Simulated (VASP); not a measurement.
# ZnO (P6_3mc) in VASP: notebook

The runs below take ZnO through single point, with LDA.

All numbers are computed with VASP 6.6.1; they aren't measurements. Logs are shortened: lines on timing, memory, paths and dates and some standing lists are left out, and cuts for length are marked.

## Step 1: The cell of the first run

The structure is hexagonal, space group P6_3mc (No. 186). The conventional cell has a = 3.250 Å, b = 3.250 Å, c = 5.207 Å, α = 90.00°, β = 90.00°, γ = 120.00°. Within 2.6 Å of Zn (site symmetry 3m) lie 4 O at 1.93 to 1.99 Å. Within 2.6 Å of O (site symmetry 3m) lie 4 Zn at 1.93 to 1.99 Å.

## Step 2: Single point, LDA

The input, INCAR:

```
SYSTEM = ZnO
PREC     = Accurate       ! precision mode
ENCUT    = 520            ! plane-wave cutoff, eV
EDIFF    = 1E-6           ! SCF threshold, eV
ISMEAR   = 0              ! smearing method
SIGMA    = 0.01           ! smearing width, eV
LREAL    = .FALSE.        ! projectors in reciprocal space
LASPH    = .TRUE.         ! aspherical terms in the spheres
NELM     = 60             ! most SCF steps
ALGO     = Normal         ! electronic algorithm
ISIF     = 2              ! what is computed and relaxed
LWAVE    = .FALSE.        ! write WAVECAR
LCHARG   = .FALSE.        ! write CHGCAR
GGA      = CA             ! functional
NBANDS   = 26             ! bands
```

The input, KPOINTS:

```
regular mesh
0
G
  9 9 6
  0 0 0
```

The input, POSCAR:

```
ZnO
1.0
    3.2498000000      0.0000000000      0.0000000000
   -1.6249000000      2.8144093572      0.0000000000
    0.0000000000      0.0000000000      5.2066000000
Zn O
2 2
Direct
    0.3333333333      0.6666666667      0.0000000000
    0.6666666667      0.3333333333      0.5000000000
    0.3333333333      0.6666666667      0.3700000000
    0.6666666667      0.3333333333      0.8700000000
```

Potentials or basis: VASP PAW LDA potentials, release 64 (Zn, O).

Run with:

```console
cat potpaw_LDA.64/Zn/POTCAR potpaw_LDA.64/O/POTCAR > POTCAR
mpirun -np 1 vasp_std > vasp.out
```

OUTCAR:

```text
SYSTEM = ZnO
   PREC = Accurate
   ENCUT = 520
   EDIFF = 1E-6
   ISMEAR = 0
   LREAL = .FALSE.
   LASPH = .TRUE.
   NELM = 60
   ISIF = 2
   GGA = CA

 ion  position               nearest neighbor table
   1  0.333  0.667  0.000-   3 1.93   4 1.99   4 1.99   4 1.99
   2  0.667  0.333  0.500-   4 1.93   3 1.99   3 1.99   3 1.99
   3  0.333  0.667  0.370-   1 1.93   2 1.99   2 1.99   2 1.99
   4  0.667  0.333  0.870-   2 1.93   1 1.99   1 1.99   1 1.99

  LATTYP: Found a hexagonal cell.
 ALAT       =     3.2498000000
 C/A-ratio  =     1.6021293618

  Lattice vectors:

 A1 = (   3.2498000000,   0.0000000000,   0.0000000000)
 A2 = (  -1.6249000000,   2.8144093572,   0.0000000000)
 A3 = (   0.0000000000,   0.0000000000,   5.2066000000)

Analysis of symmetry for initial positions (statically):
=====================================================================
 Subroutine PRICEL returns:
 Original cell was already a primitive cell.

 Routine SETGRP: Setting up the symmetry group for a
 hexagonal supercell.

 Subroutine GETGRP returns: Found 12 space group operations
 (whereof  6 operations were pure point group operations)
 out of a pool of 24 trial point group operations.

The static configuration has the point symmetry C_3v.
 The point group associated with its full space group is C_6v.

Analysis of symmetry for dynamics (positions and initial velocities):
=====================================================================
 Subroutine PRICEL returns:
 Original cell was already a primitive cell.

 Routine SETGRP: Setting up the symmetry group for a
 hexagonal supercell.

 Subroutine GETGRP returns: Found 12 space group operations
 (whereof  6 operations were pure point group operations)
 out of a pool of 24 trial point group operations.

The dynamic configuration has the point symmetry C_3v.
 The point group associated with its full space group is C_6v.

 Subroutine INISYM returns: Found 12 space group operations
 (whereof  6 operations are pure point group operations),
 and found     1 'primitive' translations

----------------------------------------------------------------------------------------

                                     Primitive cell

  volume of cell :      47.6210

  direct lattice vectors                    reciprocal lattice vectors
     3.249800000  0.000000000  0.000000000     0.307711244  0.177657169  0.000000000
    -1.624900000  2.814409357  0.000000000     0.000000000  0.355314339  0.000000000
     0.000000000  0.000000000  5.206600000     0.000000000  0.000000000  0.192063919

  length of vectors
     3.249800000  3.249800000  5.206600000     0.355314339  0.355314339  0.192063919

  position of ions in fractional coordinates (direct lattice)
     0.333333333  0.666666667  0.000000000
     0.666666667  0.333333333  0.500000000
     0.333333333  0.666666667  0.370000000
     0.666666667  0.333333333  0.870000000

  ion indices of the primitive-cell ions
   primitive index   ion index
                 1           1
                 2           2
                 3           3
                 4           4

----------------------------------------------------------------------------------------

 KPOINTS: regular mesh

Automatic generation of k-mesh.
 Grid dimensions read from file:
 generate k-points for:    9    9    6

 Generating k-lattice:

  Cartesian coordinates                     Fractional coordinates (reciprocal lattice)
     0.034190138  0.019739685  0.000000000     0.111111111  0.000000000  0.000000000
     0.000000000  0.039479371  0.000000000     0.000000000  0.111111111  0.000000000
     0.000000000  0.000000000  0.032010653     0.000000000  0.000000000  0.166666667

  Length of vectors
     0.039479371  0.039479371  0.032010653

  Shift w.r.t. Gamma in fractional coordinates (k-lattice)
     0.000000000  0.000000000  0.000000000

 Subroutine IBZKPT returns following result:
 ===========================================

 Found     48 irreducible k-points:

 Following reciprocal coordinates:
            Coordinates               Weight
  0.000000  0.000000  0.000000      1.000000
  0.111111  0.000000  0.000000      6.000000
  0.222222  0.000000  0.000000      6.000000
  0.333333  0.000000  0.000000      6.000000
  0.444444  0.000000  0.000000      6.000000
  0.111111  0.111111  0.000000      6.000000
[... 16 lines left out ...]
  0.333333  0.222222  0.166667     24.000000
  0.333333  0.333333  0.166667      4.000000
 [... further k-points ...]
   k-points           NKPTS =     48   k-points in BZ     NKDIM =     48   number of bands    NBANDS=     26
   number of dos      NEDOS =    301   number of ions     NIONS =      4
   total plane-waves  NPLWV =  23040
   dimension x,y,z NGX =    24 NGY =   24 NGZ =   40
   dimension x,y,z NGXF=    48 NGYF=   48 NGZF=   80
   ions per type =               2   2
   NGX,Y,Z   is equivalent  to a cutoff of  12.28, 12.28, 12.77 a.u.
   NGXF,Y,Z  is equivalent  to a cutoff of  24.55, 24.55, 25.54 a.u.
 SYSTEM =  ZnO
   PREC   = accura    normal or accurate (medium, high low for compatibility)
   ISTART =      0    job   : 0-new  1-cont  2-samecut
   ICHARG =      2    charge: 1-file 2-atom 10-const
   ISPIN  =      1    spin polarized calculation?
   LNONCOLLINEAR =      F non collinear calculations
   LSORBIT =      F    spin-orbit coupling
   LASPH  =      T    aspherical Exc in radial PAW
   ENCUT  =  520.0 eV  38.22 Ry    6.18 a.u.   6.04  6.04  9.68*2*pi/ulx,y,z
   NELM   =     60;   NELMIN=  2; NELMDL= -5     # of ELM steps
   EDIFF  = 0.1E-05   stopping-criterion for ELM
   LREAL  =      F    real-space projection
   EDIFFG = 0.1E-04   stopping-criterion for IOM
   NSW    =      0    number of steps for IOM
   IBRION =     -1    ionic relax: 0-MD 1-quasi-New 2-CG
   NFREE  =      0    steps in history (QN), initial steepest desc. (CG)
   ISIF   =      2    stress and relaxation
   ISYM   =      2    0-nonsym 1-usesym 2-fastsym
   POTIM  = 0.5000    time-step for ionic-motion
   TEBEG  =    0.0;   TEEND  =   0.0 temperature during run
   PSTRESS=    0.0 pullay stress
   NELECT =      36.0000    total number of electrons
   NUPDOWN=      -1.0000    fix difference up-down
   EMIN   =  10.00;   EMAX   =-10.00  energy-range for DOS
   EFERMI =   0.00;   METHOD = LEGACY
   ISMEAR =     0;   SIGMA  =   0.01  broadening in eV -4-tet -1-fermi 0-gaus
   EFERMI_NEDOS =   21; number of points for ismear=-14 and -15
   IALGO  =     38    algorithm
   IMIX   =      4    mixing-type and parameters
     AMIX     =   0.40;   BMIX     =  1.00
     AMIX_MAG =   1.60;   BMIX_MAG =  1.00
  volume/ion in A,a.u.               =      11.91        80.34
  Fermi-wavevector in a.u.,A,eV,Ry     =   1.491339  2.818222 30.260597  2.224091
  Thomas-Fermi vector in A             =   2.604006
   LORBIT       =      0    0 simple, 1 ext, 2 COOP (PROOUT), +10 PAW based schemes
   GGA     = CA    functional components
   LHFCALC =     F    Hartree Fock is set to
   AEXX    =    0.0000 exact exchange contribution
   IVDW    =     0    specifies the selected vdW correction
   LEPSILON=     F    determine dielectric tensor
   LRPA    =     F    only Hartree local field effects (RPA)
 non-spin polarized calculation
 Gauss-broadening in eV      SIGMA  =   0.01
  energy-cutoff  :      520.00
  volume of cell :       47.62
 maximum number of plane-waves:      1302
   NGX = 13   NGY = 13   NGZ = 19

 number of electron      36.0000018 magnetization

 Free energy of the ion-electron system (eV)
  ---------------------------------------------------
  ext. energy  EPLUGINS =         0.00000000
  ---------------------------------------------------
  free energy    TOTEN  =       -21.09983124 eV

  energy without entropy =      -21.09983124  energy(sigma->0) =      -21.09983124

 E-fermi :   0.9793     XC(G=0): -11.4610

 val. band max:        0.8601319434   @ k =   0.0000   0.0000   0.0000
 cond. band min:       1.6130717909   @ k =   0.0000   0.0000   0.0000
 fundamental gap:      0.7529398475
 Fermi energy:         0.9793401429

 k-point     1 :       0.0000    0.0000    0.0000
  band No.  band energies     occupation
      1     -16.9311      2.00000
      2     -16.1462      2.00000
      3      -4.9577      2.00000
      4      -4.8850      2.00000
      5      -4.8555      2.00000
      6      -4.8555      2.00000
[... 18 lines left out ...]
     25      14.8276      0.00000
     26      14.8280      0.00000

 k-point     2 :       0.1111    0.0000    0.0000
  band No.  band energies     occupation
      1     -16.8609      2.00000
      2     -16.1166      2.00000
      3      -4.9565      2.00000
      4      -4.8971      2.00000
      5      -4.8235      2.00000
      6      -4.7820      2.00000
[... 18 lines left out ...]
     25      14.9337      0.00000
     26      15.0234      0.00000

 k-point     3 :       0.2222    0.0000    0.0000
  band No.  band energies     occupation
      1     -16.6726      2.00000
      2     -16.0461      2.00000
      3      -5.0977      2.00000
      4      -4.8358      2.00000
      5      -4.7528      2.00000
      6      -4.6804      2.00000
[... 18 lines left out ...]
     25      14.3138      0.00000
     26      14.8345      0.00000

 k-point     4 :       0.3333    0.0000    0.0000
  band No.  band energies     occupation
      1     -16.4321      2.00000
      2     -15.9819      2.00000
      3      -5.1896      2.00000
      4      -4.8368      2.00000
      5      -4.6960      2.00000
      6      -4.5384      2.00000
[... 18 lines left out ...]
     25      13.8989      0.00000
     26      14.6900      0.00000
[... 496 lines left out ...]
      1     -16.2900      2.00000
      2     -15.9859      2.00000
      3      -5.0349      2.00000
      4      -4.9764      2.00000
      5      -4.6439      2.00000
      6      -4.5699      2.00000
[... 18 lines left out ...]
     25      12.6335      0.00000
     26      15.8290      0.00000

 k-point    23 :       0.3333    0.2222    0.1667
  band No.  band energies     occupation
      1     -16.1337      2.00000
      2     -15.9839      2.00000
      3      -5.0116      2.00000
      4      -4.8077      2.00000
      5      -4.6515      2.00000
      6      -4.4461      2.00000
[... 18 lines left out ...]
     25      13.4294      0.00000
     26      14.8866      0.00000

 k-point    24 :       0.3333    0.3333    0.1667
  band No.  band energies     occupation
      1     -16.0319      2.00000
      2     -16.0319      2.00000
      3      -4.9634      2.00000
      4      -4.6932      2.00000
      5      -4.6932      2.00000
      6      -4.2531      2.00000
[... 18 lines left out ...]
     25      14.1067      0.00000
     26      15.0879      0.00000

 [... further k-points ...]

------------------------ aborting loop because EDIFF is reached ----------------------------------------

  FORCE on cell =-STRESS in cart. coord.  units (eV):
  Direction    XX          YY          ZZ          XY          YZ          ZX
  --------------------------------------------------------------------------------------
  -------------------------------------------------------------------------------------
  Total       -2.3469561     -2.3469561     -0.5105303      0.0000000      0.0000000      0.0000000
  in kB      -78.9618709    -78.9618709    -17.1764742      0.0000000      0.0000000      0.0000000
  external PRESSURE =     -58.3667387 kB  Pullay stress =       0.0000000 kB

 VOLUME and BASIS-vectors are now :
 -----------------------------------------------------------------------------
  energy-cutoff  :      520.00
  volume of cell :       47.62
      direct lattice vectors                 reciprocal lattice vectors
     3.249800000  0.000000000  0.000000000     0.307711244  0.177657169  0.000000000
    -1.624900000  2.814409357  0.000000000     0.000000000  0.355314339  0.000000000
     0.000000000  0.000000000  5.206600000     0.000000000  0.000000000  0.192063919

 POSITION                                       TOTAL-FORCE (eV/Angst)
 -----------------------------------------------------------------------------------
     -0.00000      1.87627      0.00000        -0.000000     -0.000000     -0.412919
      1.62490      0.93814      2.60330        -0.000000      0.000000     -0.412919
     -0.00000      1.87627      1.92644         0.000000     -0.000000      0.412919
      1.62490      0.93814      4.52974        -0.000000      0.000000      0.412919
 -----------------------------------------------------------------------------------
    total drift:                               -0.000001     -0.000001     -0.000078

  FREE ENERGIE OF THE ION-ELECTRON SYSTEM (eV)
  ---------------------------------------------------
  free  energy   TOTEN  =       -21.0998312386 eV

  energy  without entropy=      -21.0998312386  energy(sigma->0) =      -21.09983124
```

Wall time 1.8 min (1 thread of AMD EPYC 7R13, shared host); peak memory 0.14 GiB.

What came out:

* Free energy: -21.0998 eV
* Pressure: -5.8 GPa
* Largest force: 0.413 eV/Å
* Band gap on the k mesh: 0.75 eV, direct

Forces in eV/Å, atoms in the order of the input:
```
Zn   0.000  0.000 -0.413
Zn   0.000  0.000 -0.413
O    0.000  0.000  0.413
O    0.000  0.000  0.413
```

Stress tensor (GPa, compression positive):
```
-7.90  0.00  0.00
 0.00 -7.90  0.00
 0.00  0.00 -1.72
```

(Continued in part 2 of 2.)
